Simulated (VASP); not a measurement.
# LiF (Fm-3m) in VASP: notebook

LiF is run at these levels: LDA; tasks: single point, relaxation of cell and atoms.

Everything below comes from runs of VASP 6.6.1. Logs are shortened: lines on timing, memory, paths and dates and some standing lists are left out, and cuts for length are marked.

**1. The cell of the first run**

The structure is cubic, space group Fm-3m (No. 225). Conventional cell: a = 3.908 Å, b = 3.908 Å, c = 3.908 Å, α = 90.00°, β = 90.00°, γ = 90.00°. Within 2.6 Å of Li (site symmetry m-3m) lie 6 F at 1.95 Å. Within 2.6 Å of F (site symmetry m-3m) lie 6 Li at 1.95 Å.

**2. Single point, LDA**

Input file INCAR:

```
ALGO = Normal ; EDIFF = 1E-6
ENCUT = 750 ; GGA_COMPAT = F
ISIF = 2 ; ISMEAR = 0
LASPH = T ; LCHARG = F
LREAL = F ; LWAVE = F
NBANDS = 12 ; NELM = 120
PREC = Accurate ; SIGMA = 0.1
```

Input file KPOINTS:

```
k-points
0
Gamma
  8 8 8
```

Input file POSCAR:

```
LiF
1.0
    0.0000000000      1.9538102033      1.9538102033
    1.9538102033      0.0000000000      1.9538102033
    1.9538102033      1.9538102033      0.0000000000
Li F
1 1
Direct
    0.0000000000      0.0000000000      0.0000000000
    0.5000000000      0.5000000000      0.5000000000
```

Potentials or basis: VASP PAW LDA potentials, release 64 (Li_sv, F).

Run with:

```sh
cat potpaw_LDA.64/Li_sv/POTCAR potpaw_LDA.64/F/POTCAR > POTCAR
mpirun -np 1 vasp_std > vasp.out
```

OUTCAR:

```text
EDIFF = 1E-6
   ENCUT = 750
   ISIF = 2
   ISMEAR = 0
   LASPH = T
   LREAL = F
   NELM = 120
   PREC = Accurate

 ion  position               nearest neighbor table
   1  0.000  0.000  0.000-   2 1.95   2 1.95   2 1.95   2 1.95   2 1.95   2 1.95
   2  0.500  0.500  0.500-   1 1.95   1 1.95   1 1.95   1 1.95   1 1.95   1 1.95

  LATTYP: Found a face centered cubic cell.
 ALAT       =     3.9076204066

  Lattice vectors:

 A1 = (   0.0000000000,   1.9538102033,   1.9538102033)
 A2 = (   1.9538102033,   0.0000000000,   1.9538102033)
 A3 = (   1.9538102033,   1.9538102033,   0.0000000000)

Analysis of symmetry for initial positions (statically):
=====================================================================
 Subroutine PRICEL returns:
 Original cell was already a primitive cell.

 Routine SETGRP: Setting up the symmetry group for a
 face centered cubic supercell.

 Subroutine GETGRP returns: Found 48 space group operations
 (whereof 48 operations were pure point group operations)
 out of a pool of 48 trial point group operations.

The static configuration has the point symmetry O_h .

Analysis of symmetry for dynamics (positions and initial velocities):
=====================================================================
 Subroutine PRICEL returns:
 Original cell was already a primitive cell.

 Routine SETGRP: Setting up the symmetry group for a
 face centered cubic supercell.

 Subroutine GETGRP returns: Found 48 space group operations
 (whereof 48 operations were pure point group operations)
 out of a pool of 48 trial point group operations.

The dynamic configuration has the point symmetry O_h .

 Subroutine INISYM returns: Found 48 space group operations
 (whereof 48 operations are pure point group operations),
 and found     1 'primitive' translations

----------------------------------------------------------------------------------------

                                     Primitive cell

  volume of cell :      14.9168

  direct lattice vectors                    reciprocal lattice vectors
     0.000000000  1.953810203  1.953810203    -0.255910221  0.255910221  0.255910221
     1.953810203  0.000000000  1.953810203     0.255910221 -0.255910221  0.255910221
     1.953810203  1.953810203  0.000000000     0.255910221  0.255910221 -0.255910221

  length of vectors
     2.763104888  2.763104888  2.763104888     0.443249504  0.443249504  0.443249504

  position of ions in fractional coordinates (direct lattice)
     0.000000000  0.000000000  0.000000000
     0.500000000  0.500000000  0.500000000

  ion indices of the primitive-cell ions
   primitive index   ion index
                 1           1
                 2           2

----------------------------------------------------------------------------------------

 KPOINTS: k-points

Automatic generation of k-mesh.
 Grid dimensions read from file:
 generate k-points for:    8    8    8

 Generating k-lattice:

  Cartesian coordinates                     Fractional coordinates (reciprocal lattice)
    -0.031988778  0.031988778  0.031988778     0.125000000  0.000000000  0.000000000
     0.031988778 -0.031988778  0.031988778     0.000000000  0.125000000  0.000000000
     0.031988778  0.031988778 -0.031988778     0.000000000  0.000000000  0.125000000

  Length of vectors
     0.055406188  0.055406188  0.055406188

  Shift w.r.t. Gamma in fractional coordinates (k-lattice)
     0.000000000  0.000000000  0.000000000

 Subroutine IBZKPT returns following result:
 ===========================================

 Found     29 irreducible k-points:

 Following reciprocal coordinates:
            Coordinates               Weight
  0.000000  0.000000  0.000000      1.000000
  0.125000  0.000000  0.000000      8.000000
  0.250000  0.000000  0.000000      8.000000
  0.375000  0.000000  0.000000      8.000000
  0.500000  0.000000  0.000000      4.000000
  0.125000  0.125000  0.000000      6.000000
[... 16 lines left out ...]
  0.500000  0.250000  0.125000     48.000000
 -0.375000  0.250000  0.125000     24.000000
 [... further k-points ...]
   k-points           NKPTS =     29   k-points in BZ     NKDIM =     29   number of bands    NBANDS=     12
   number of dos      NEDOS =    301   number of ions     NIONS =      2
   total plane-waves  NPLWV =  21952
   dimension x,y,z NGX =    28 NGY =   28 NGZ =   28
   dimension x,y,z NGXF=    56 NGYF=   56 NGZF=   56
   ions per type =               1   1
   NGX,Y,Z   is equivalent  to a cutoff of  16.85, 16.85, 16.85 a.u.
   NGXF,Y,Z  is equivalent  to a cutoff of  33.69, 33.69, 33.69 a.u.
 SYSTEM =  unknown system
   PREC   = accura    normal or accurate (medium, high low for compatibility)
   ISTART =      0    job   : 0-new  1-cont  2-samecut
   ICHARG =      2    charge: 1-file 2-atom 10-const
   ISPIN  =      1    spin polarized calculation?
   LNONCOLLINEAR =      F non collinear calculations
   LSORBIT =      F    spin-orbit coupling
   LASPH  =      T    aspherical Exc in radial PAW
   ENCUT  =  750.0 eV  55.12 Ry    7.42 a.u.   6.17  6.17  6.17*2*pi/ulx,y,z
   NELM   =    120;   NELMIN=  2; NELMDL= -5     # of ELM steps
   EDIFF  = 0.1E-05   stopping-criterion for ELM
   LREAL  =      F    real-space projection
   EDIFFG = 0.1E-04   stopping-criterion for IOM
   NSW    =      0    number of steps for IOM
   IBRION =     -1    ionic relax: 0-MD 1-quasi-New 2-CG
   NFREE  =      0    steps in history (QN), initial steepest desc. (CG)
   ISIF   =      2    stress and relaxation
   ISYM   =      2    0-nonsym 1-usesym 2-fastsym
   POTIM  = 0.5000    time-step for ionic-motion
   TEBEG  =    0.0;   TEEND  =   0.0 temperature during run
   PSTRESS=    0.0 pullay stress
   NELECT =      10.0000    total number of electrons
   NUPDOWN=      -1.0000    fix difference up-down
   EMIN   =  10.00;   EMAX   =-10.00  energy-range for DOS
   EFERMI =   0.00;   METHOD = LEGACY
   ISMEAR =     0;   SIGMA  =   0.10  broadening in eV -4-tet -1-fermi 0-gaus
   EFERMI_NEDOS =   21; number of points for ismear=-14 and -15
   IALGO  =     38    algorithm
   IMIX   =      4    mixing-type and parameters
     AMIX     =   0.40;   BMIX     =  1.00
     AMIX_MAG =   1.60;   BMIX_MAG =  1.00
  volume/ion in A,a.u.               =       7.46        50.33
  Fermi-wavevector in a.u.,A,eV,Ry     =   1.432790  2.707580 27.931215  2.052886
  Thomas-Fermi vector in A             =   2.552379
   LORBIT       =      0    0 simple, 1 ext, 2 COOP (PROOUT), +10 PAW based schemes
   GGA     = CA    functional components
   LHFCALC =     F    Hartree Fock is set to
   AEXX    =    0.0000 exact exchange contribution
   IVDW    =     0    specifies the selected vdW correction
   LEPSILON=     F    determine dielectric tensor
   LRPA    =     F    only Hartree local field effects (RPA)
 non-spin polarized calculation
 Gauss-broadening in eV      SIGMA  =   0.10
  energy-cutoff  :      750.00
  volume of cell :       14.92
 maximum number of plane-waves:       725
 NGX is ok and might be reduce to    28
   NGX = 13   NGY = 13   NGZ = 13

 number of electron      10.0000000 magnetization

 number of electron       9.9999997 magnetization

 Free energy of the ion-electron system (eV)
  ---------------------------------------------------
  ext. energy  EPLUGINS =         0.00000000
  ---------------------------------------------------
  free energy    TOTEN  =       -10.50684562 eV

  energy without entropy =      -10.50684562  energy(sigma->0) =      -10.50684562

 E-fermi :  -0.2967     XC(G=0): -11.1304

 val. band max:       -0.7132180161   @ k =   0.0000   0.0000   0.0000
 cond. band min:       8.9772923401   @ k =   0.0000   0.0000   0.0000
 fundamental gap:      9.6905103562
 Fermi energy:        -0.2967184239

 k-point     1 :       0.0000    0.0000    0.0000
  band No.  band energies     occupation
      1     -40.2882      2.00000
      2     -20.5429      2.00000
      3      -0.7132      2.00000
      4      -0.7132      2.00000
      5      -0.7132      2.00000
      6       8.9773      0.00000
      7      23.9392      0.00000
      8      23.9392      0.00000
      9      23.9392      0.00000
     10      24.1012      0.00000
     11      24.1012      0.00000
     12      24.1012      0.00000

 k-point     2 :       0.1250    0.0000    0.0000
  band No.  band energies     occupation
      1     -40.2733      2.00000
      2     -20.4729      2.00000
      3      -1.2021      2.00000
      4      -0.7540      2.00000
      5      -0.7540      2.00000
      6       9.3944      0.00000
      7      20.2610      0.00000
      8      22.1251      0.00000
      9      22.1251      0.00000
     10      25.5754      0.00000
     11      25.5754      0.00000
     12      25.6186      0.00000

 k-point     3 :       0.2500    0.0000    0.0000
  band No.  band energies     occupation
      1     -40.2374      2.00000
      2     -20.2966      2.00000
      3      -2.2610      2.00000
      4      -0.8495      2.00000
      5      -0.8495      2.00000
      6      10.0831      0.00000
      7      17.6280      0.00000
      8      20.2037      0.00000
      9      20.2037      0.00000
     10      27.1634      0.00000
     11      27.5508      0.00000
     12      27.5508      0.00000
[... 286 lines left out ...]
 k-point    23 :       0.5000    0.2500    0.1250
  band No.  band energies     occupation
      1     -40.1846      2.00000
      2     -19.9457      2.00000
      3      -3.1477      2.00000
      4      -2.0344      2.00000
      5      -1.1952      2.00000
      6      11.9152      0.00000
      7      15.5633      0.00000
      8      18.7602      0.00000
      9      19.4117      0.00000
     10      25.7132      0.00000
     11      30.7578      0.00000
     12      33.4531      0.00000

 k-point    24 :      -0.3750    0.2500    0.1250
  band No.  band energies     occupation
      1     -40.1731      2.00000
      2     -19.8673      2.00000
      3      -3.4018      2.00000
      4      -2.1691      2.00000
      5      -1.2730      2.00000
      6      12.0218      0.00000
      7      15.4365      0.00000
      8      18.5994      0.00000
      9      19.1418      0.00000
     10      27.8321      0.00000
     11      28.9367      0.00000
     12      34.8268      0.00000

 [... further k-points ...]

------------------------ aborting loop because EDIFF is reached ----------------------------------------

  FORCE on cell =-STRESS in cart. coord.  units (eV):
  Direction    XX          YY          ZZ          XY          YZ          ZX
  --------------------------------------------------------------------------------------
  -------------------------------------------------------------------------------------
  Total       -0.0412405     -0.0412405     -0.0412405      0.0000000      0.0000000      0.0000000
  in kB       -4.4295238     -4.4295238     -4.4295238      0.0000000      0.0000000      0.0000000
  external PRESSURE =      -4.4295238 kB  Pullay stress =       0.0000000 kB

 VOLUME and BASIS-vectors are now :
 -----------------------------------------------------------------------------
  energy-cutoff  :      750.00
  volume of cell :       14.92
      direct lattice vectors                 reciprocal lattice vectors
     0.000000000  1.953810203  1.953810203    -0.255910221  0.255910221  0.255910221
     1.953810203  0.000000000  1.953810203     0.255910221 -0.255910221  0.255910221
     1.953810203  1.953810203  0.000000000     0.255910221  0.255910221 -0.255910221

 POSITION                                       TOTAL-FORCE (eV/Angst)
 -----------------------------------------------------------------------------------
      0.00000      0.00000      0.00000        -0.000000      0.000000      0.000000
      1.95381      1.95381      1.95381         0.000000     -0.000000     -0.000000
 -----------------------------------------------------------------------------------
    total drift:                                0.000000      0.000000      0.000000

  FREE ENERGIE OF THE ION-ELECTRON SYSTEM (eV)
  ---------------------------------------------------
  free  energy   TOTEN  =       -10.5068456160 eV

  energy  without entropy=      -10.5068456160  energy(sigma->0) =      -10.50684562
```

It used 14 s of CPU time on 1 thread of Intel Xeon 8259CL, with other jobs on the host.

What came out:

```
Free energy            : -10.5068 eV
Pressure               : -0.4 GPa
Band gap on the k mesh : 9.69 eV
```

Levels at points of the mesh, in eV from the valence-band top:
| k point | band 3 | band 4 | band 5 | band 6 | band 7 | band 8 |
| --- | --- | --- | --- | --- | --- | --- |
| (0.00, 0.00, 0.00) | 0.00 | 0.00 | 0.00 | 9.69 | 24.65 | 24.65 |
| (0.50, 0.00, 0.00) | -2.87 | -0.26 | -0.26 | 10.86 | 17.47 | 19.13 |
| (0.50, 0.50, 0.00) | -3.54 | -1.18 | -1.18 | 15.29 | 16.45 | 18.25 |

A k mesh can miss the band edges.

(Continued in part 2 of 2.)
